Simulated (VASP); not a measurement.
# O (P4/mmm) in VASP: single point with r2SCAN

Aim: the single point of O with r2SCAN.

Everything below comes from runs of VASP 6.6.1. Logs are shortened: lines on timing, memory, paths and dates and some standing lists are left out, and cuts for length are marked.

## 1. The cell of the first run

Symmetry: P4/mmm, No. 123, tetragonal system. The conventional cell has a = 1.776 Å, b = 1.776 Å, c = 3.053 Å, α = 90.00°, β = 90.00°, γ = 90.00°. O (site symmetry 4/mmm) has 4 O at 1.78 Å within 2.4 Å.

## 2. Single point, r2SCAN

Input file POSCAR:

```
O
1.0
    1.7755912600      0.0000000000      0.0000000000
    0.0000000000      1.7755912600      0.0000000000
    0.0000000000      0.0000000000      6.1061014000
O
2
Direct
    0.0000000000      0.0000000000      0.0000000000
    0.0000000000      0.0000000000      0.5000000000
```

Input file INCAR.step1:

```
PREC = Accurate
ENCUT = 520
ISMEAR = -1
SIGMA = 0.2
LREAL = False
LASPH = True
NELM = 100
NBANDS = 13
GGA = PE
ALGO = Normal
EDIFF = 1E-4
LWAVE = True
LCHARG = False
```

Input file INCAR.step2:

```
PREC = Accurate
ENCUT = 520
EDIFF = 1E-6
ISMEAR = -1
SIGMA = 0.2
LREAL = False
LASPH = True
NELM = 100
ALGO = Normal
ISIF = 2
LWAVE = False
LCHARG = False
METAGGA = R2SCAN
LMIXTAU = True
NBANDS = 13
ISTART = 1
```

Input file KPOINTS:

```
Automatic mesh
0
Gamma
  9 9 3
```

Potentials or basis: VASP PAW PBE potentials, release 64 (O).

Command:

```bash
cat potpaw_PBE.64/O/POTCAR > POTCAR
cp INCAR.step1 INCAR
mpirun -np 1 vasp_std > vasp.out
cp INCAR.step2 INCAR
mpirun -np 1 vasp_std > vasp.out
```

OUTCAR:

```text
PREC = Accurate
   ENCUT = 520
   EDIFF = 1E-6
   ISMEAR = -1
   LREAL = False
   LASPH = True
   NELM = 100
   ISIF = 2
   METAGGA = R2SCAN
   ISTART = 1

 ion  position               nearest neighbor table
   1  0.000  0.000  0.000-
   2  0.000  0.000  0.500-

  LATTYP: Found a simple tetragonal cell.
 ALAT       =     1.7755912600
 C/A-ratio  =     3.4389116108

  Lattice vectors:

 A1 = (   1.7755912600,   0.0000000000,   0.0000000000)
 A2 = (   0.0000000000,   1.7755912600,   0.0000000000)
 A3 = (   0.0000000000,   0.0000000000,   6.1061014000)

Analysis of symmetry for initial positions (statically):
=====================================================================
 Subroutine PRICEL returns following result:

  LATTYP: Found a simple tetragonal cell.
 ALAT       =     1.7755912600
 C/A-ratio  =     1.7194558054

  Lattice vectors:

 A1 = (   1.7755912600,   0.0000000000,   0.0000000000)
 A2 = (   0.0000000000,   1.7755912600,   0.0000000000)
 A3 = (   0.0000000000,   0.0000000000,   3.0530507000)

   2 primitive cells build up your supercell.

 Routine SETGRP: Setting up the symmetry group for a
 simple tetragonal supercell.

 Subroutine GETGRP returns: Found 16 space group operations
 (whereof 16 operations were pure point group operations)
 out of a pool of 16 trial point group operations.

The static configuration has the point symmetry D_4h.

Analysis of symmetry for dynamics (positions and initial velocities):
=====================================================================
 Subroutine PRICEL returns following result:

  LATTYP: Found a simple tetragonal cell.
 ALAT       =     1.7755912600
 C/A-ratio  =     1.7194558054

  Lattice vectors:

 A1 = (   1.7755912600,   0.0000000000,   0.0000000000)
 A2 = (   0.0000000000,   1.7755912600,   0.0000000000)
 A3 = (   0.0000000000,   0.0000000000,   3.0530507000)

   2 primitive cells build up your supercell.

 Routine SETGRP: Setting up the symmetry group for a
 simple tetragonal supercell.

 Subroutine GETGRP returns: Found 16 space group operations
 (whereof 16 operations were pure point group operations)
[... 93 lines left out ...]
   ICHARG =      0    charge: 1-file 2-atom 10-const
   ISPIN  =      1    spin polarized calculation?
   LNONCOLLINEAR =      F non collinear calculations
   LSORBIT =      F    spin-orbit coupling
   LASPH  =      T    aspherical Exc in radial PAW
   ENCUT  =  520.0 eV  38.22 Ry    6.18 a.u.   3.30  3.30 11.35*2*pi/ulx,y,z
   NELM   =    100;   NELMIN=  2; NELMDL=  0     # of ELM steps
   EDIFF  = 0.1E-05   stopping-criterion for ELM
   LREAL  =      F    real-space projection
[... 7 lines left out ...]
   TEBEG  =    0.0;   TEEND  =   0.0 temperature during run
   PSTRESS=    0.0 pullay stress
   NELECT =      12.0000    total number of electrons
   NUPDOWN=      -1.0000    fix difference up-down
   EMIN   =  10.00;   EMAX   =-10.00  energy-range for DOS
   EFERMI =   0.00;   METHOD = LEGACY
   ISMEAR =    -1;   SIGMA  =   0.20  broadening in eV -4-tet -1-fermi 0-gaus
   EFERMI_NEDOS =   21; number of points for ismear=-14 and -15
   IALGO  =     38    algorithm
   IMIX   =      4    mixing-type and parameters
     AMIX     =   0.40;   BMIX     =  1.00
     AMIX_MAG =   1.60;   BMIX_MAG =  1.00
  volume/ion in A,a.u.               =       9.63        64.96
  Fermi-wavevector in a.u.,A,eV,Ry     =   1.398466  2.642718 26.609011  1.955707
  Thomas-Fermi vector in A             =   2.521621
   LORBIT       =      0    0 simple, 1 ext, 2 COOP (PROOUT), +10 PAW based schemes
   METAGGA = R2SCAN    functional components
   LHFCALC =     F    Hartree Fock is set to
   AEXX    =    0.0000 exact exchange contribution
   IVDW    =     0    specifies the selected vdW correction
   LEPSILON=     F    determine dielectric tensor
   LRPA    =     F    only Hartree local field effects (RPA)
 non-spin polarized calculation
  energy-cutoff  :      520.00
  volume of cell :       19.25
 maximum number of plane-waves:       539
 NGX is ok and might be reduce to    14
   NGX =  7   NGY =  7   NGZ = 23

 number of electron      12.0000011 magnetization

 Free energy of the ion-electron system (eV)
  ---------------------------------------------------
  ext. energy  EPLUGINS =         0.00000000
  ---------------------------------------------------
  free energy    TOTEN  =        -8.39119136 eV

  energy without entropy =       -8.27435923  energy(sigma->0) =       -8.33277529

 E-fermi :   0.2225     XC(G=0): -11.0653

 val. band max:        0.2131336659   @ k =   0.2222   0.2222   0.0000
 cond. band min:       0.2341209697   @ k =   0.2222   0.2222   0.3333
 fundamental gap:      0.0209873038
 Fermi energy:         0.2225433700

 k-point     1 :       0.0000    0.0000    0.0000
  band No.  band energies     occupation
      1     -23.9140      2.00000
      2     -23.7131      2.00000
      3      -6.4180      2.00000
      4      -4.6593      2.00000
      5       4.3357      0.00000
      6       4.3357      0.00000
      7       4.3546      0.00000
      8       4.3546      0.00000
      9       9.2372      0.00000
     10      14.0884      0.00000
     11      25.4907      0.00000
     12      29.6296      0.00000
     13      31.6810      0.00000
[... 354 lines left out ...]
  band No.  band energies     occupation
      1     -18.0424      2.00000
      2     -17.9746      2.00000
      3      -8.3579      2.00000
      4      -8.2834      2.00000
      5      -1.6313      1.99981
      6      -1.2148      1.99849
      7       4.5447      0.00000
      8       4.5542      0.00000
      9      16.3790      0.00000
     10      17.8002      0.00000
     11      22.5393      0.00000
     12      23.7920      0.00000
     13      26.6278      0.00000

 [... further k-points ...]

------------------------ aborting loop because EDIFF is reached ----------------------------------------

  FORCE on cell =-STRESS in cart. coord.  units (eV):
  Direction    XX          YY          ZZ          XY          YZ          ZX
  --------------------------------------------------------------------------------------
  -------------------------------------------------------------------------------------
  Total       -0.3105103     -0.3105103      0.0288724      0.0000000      0.0000000     -0.0000000
  in kB      -25.8426203    -25.8426203      2.4029431      0.0000000      0.0000000     -0.0000000
  external PRESSURE =     -16.4274325 kB  Pullay stress =       0.0000000 kB

 VOLUME and BASIS-vectors are now :
 -----------------------------------------------------------------------------
  energy-cutoff  :      520.00
  volume of cell :       19.25
      direct lattice vectors                 reciprocal lattice vectors
     1.775591260  0.000000000  0.000000000     0.563192680  0.000000000  0.000000000
     0.000000000  1.775591260  0.000000000     0.000000000  0.563192680  0.000000000
     0.000000000  0.000000000  6.106101400     0.000000000  0.000000000  0.163770618

 POSITION                                       TOTAL-FORCE (eV/Angst)
 -----------------------------------------------------------------------------------
      0.00000      0.00000      0.00000         0.000000      0.000000     -0.000000
      0.00000      0.00000      3.05305         0.000000      0.000000      0.000000
 -----------------------------------------------------------------------------------
    total drift:                               -0.000000     -0.000000      0.000000

  FREE ENERGIE OF THE ION-ELECTRON SYSTEM (eV)
  ---------------------------------------------------
  free  energy   TOTEN  =        -8.3911913599 eV

  energy  without entropy=       -8.2743592279  energy(sigma->0) =       -8.33277529
```

OUTCAR.step1:

```text
PREC = Accurate
   ENCUT = 520
   ISMEAR = -1
   LREAL = False
   LASPH = True
[... 626 lines left out ...]
      0.00000      0.00000      0.00000         0.000000      0.000000     -0.000000
      0.00000      0.00000      3.05305         0.000000      0.000000      0.000000
 -----------------------------------------------------------------------------------
    total drift:                               -0.000000     -0.000000      0.000000

  FREE ENERGIE OF THE ION-ELECTRON SYSTEM (eV)
  ---------------------------------------------------
  free  energy   TOTEN  =        -6.8356298486 eV

  energy  without entropy=       -6.7039585289  energy(sigma->0) =       -6.76979419
```

It took 21 s on 1 thread of Intel Xeon Platinum 8259CL at 2.50GHz (Skylake/Cascade Lake), shared host; peak memory 0.12 GiB.

What came out:

```yaml
Free_energy: -8.3912 eV
Pressure: -1.6 GPa
Band_gap_on_the_k_mesh: zero (band 6 reaches 4.34 eV, above the bottom of band 7 at -0.86 eV)
```

Levels at points of the mesh, in eV from the Fermi level:
```tsv
k point	band 3	band 4	band 5	band 6	band 7	band 8	band 9	band 10
(0.00, 0.00, 0.00)	-6.64	-4.88	4.11	4.11	4.13	4.13	9.01	13.87
```

Caveat: the k points lie up to 0.39 Å⁻¹ apart; the PAW data sets were made with another functional, which shifts forces and pressure a little.
